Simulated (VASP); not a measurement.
# PrScO: single point with PBE

The system is PrScO.

```
CELL_PARAMETERS angstrom
3.51887 0.00000 0.00000
0.00000 3.70523 0.00000
0.00000 0.00000 4.36080
ATOMIC_POSITIONS crystal
Pr 0.00000 0.00000 0.50000
Sc 0.50000 0.50000 0.00000
O 0.50000 0.50000 0.50000
```

The cell was built from a structure type or drawn by symmetry, and may not be a known phase.

```
Program                : VASP 6.6.1
Task                   : single point
Functional             : PBE
Potentials or basis    : VASP PAW PBE potentials, release 64 (Pr_3, Sc_sv, O), 4f in core
Cutoff                 : 600 eV
k mesh                 : 6 × 6 × 4
Occupations            : gaussian, width 0.1 eV
Spin                   : no spin polarisation
Dipole correction      : no
Mended                 : yes
Further INCAR settings : ALGO = Normal; EDIFF = 1e-06; NBANDS = 21
```

- Pressure: 2.0 GPa
- Band gap on the k mesh: zero (bands 14 and 15 overlap by 1.93 eV)

Stress tensor (GPa, compression positive):
```
 6.71  0.00  0.00
 0.00  2.10  0.00
 0.00  0.00 -2.70
```

Levels at points of the mesh, in eV from the Fermi level:
| k point | band 11 | band 12 | band 13 | band 14 | band 15 | band 16 | band 17 | band 18 |
| --- | --- | --- | --- | --- | --- | --- | --- | --- |
| (0.00, 0.00, 0.00) | -4.29 | -4.22 | -3.58 | -1.78 | 0.78 | 1.24 | 1.92 | 2.13 |
| (0.50, 0.00, 0.00) | -5.85 | -4.97 | -0.95 | -0.33 | 0.91 | 1.63 | 1.81 | 1.89 |
| (0.00, 0.50, 0.00) | -5.48 | -5.03 | -1.23 | -0.57 | 1.02 | 1.94 | 2.08 | 2.15 |
| (0.50, 0.50, 0.00) | -4.25 | -4.16 | -1.43 | -1.11 | -1.03 | 2.83 | 3.04 | 3.09 |
| (0.00, 0.00, 0.50) | -4.52 | -4.45 | -1.62 | -0.71 | 0.19 | 2.07 | 2.13 | 2.57 |
| (0.50, 0.00, 0.50) | -6.38 | -6.08 | -1.68 | 0.45 | 1.28 | 1.35 | 2.86 | 3.32 |
| (0.00, 0.50, 0.50) | -6.30 | -5.72 | -1.62 | 0.90 | 1.10 | 1.23 | 2.73 | 2.85 |
| (0.50, 0.50, 0.50) | -4.49 | -4.40 | -1.05 | -0.79 | 0.35 | 2.11 | 2.18 | 3.13 |

It took 57 s on 1 thread of Intel(R) Xeon(R) Platinum 8488C (Sapphire Rapids), with other jobs on the host, peak memory 0.23 GiB.

Caveat: the k points lie up to 0.36 Å⁻¹ apart, too coarse for converged energies and pressures of a metal; spin-orbit coupling is left out, which moves the levels of the heavy elements; the 4f electrons are frozen in the core, so they carry no moment and show no levels; the run has no spin polarisation, though such a crystal can be magnetic. With open d or f shells a metallic result of PBE can be an artefact of self-interaction; +U or a hybrid may open a gap.
